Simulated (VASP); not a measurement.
Input of a VASP 6.6.1 run:

INCAR

```
ALGO = Normal
EDIFF = 1E-7
EDIFFG = -0.005
ENCUT = 600
GGA = PE
IBRION = 2
ISIF = 3
ISMEAR = -1
LASPH = T
LCHARG = F
LREAL = F
LWAVE = F
NELM = 60
NSW = 32
PREC = Accurate
PSTRESS = 1000.0
SIGMA = 0.08
```

The input KPOINTS:

```
k-points
0
Gamma
  15 15 15
```

Contents of POSCAR:

```
CdS
1.0
    2.9106922774      0.0000000000      0.0000000000
    0.0000000000      2.9106922774      0.0000000000
    0.0000000000      0.0000000000      2.9106922774
Cd S
1 1
Direct
    0.0000000000      0.0000000000      0.0000000000
    0.5000000000      0.5000000000      0.5000000000
```

Potentials or basis: VASP PAW PBE potentials, release 64 (Cd, S).

Run with:

```sh
$ cat potpaw_PBE.64/Cd/POTCAR potpaw_PBE.64/S/POTCAR > POTCAR
$ mpirun -np 1 vasp_std > vasp.out
```

Q: What does it give for the band gap on the k mesh?

A: Zero (band 9 reaches 10.09 eV, above the bottom of band 10 at 8.62 eV).

Q: What does it give for the relaxed cell?

A: a = 2.918 Å, b = 2.918 Å, c = 2.918 Å, α = 90.00°, β = 90.00°, γ = 90.00°.

Step by step:
```csv
step,energy change (eV),largest force (eV/Å),pressure (GPa),volume (Å³)
1,0.0000,0.0000,103.17,24.66
2,-0.5252,0.0000,88.13,25.54
3,-0.1117,0.0000,99.99,24.84
```

Caveat: the cell is relaxed towards a set pressure, so the enthalpy falls and the energy may rise.
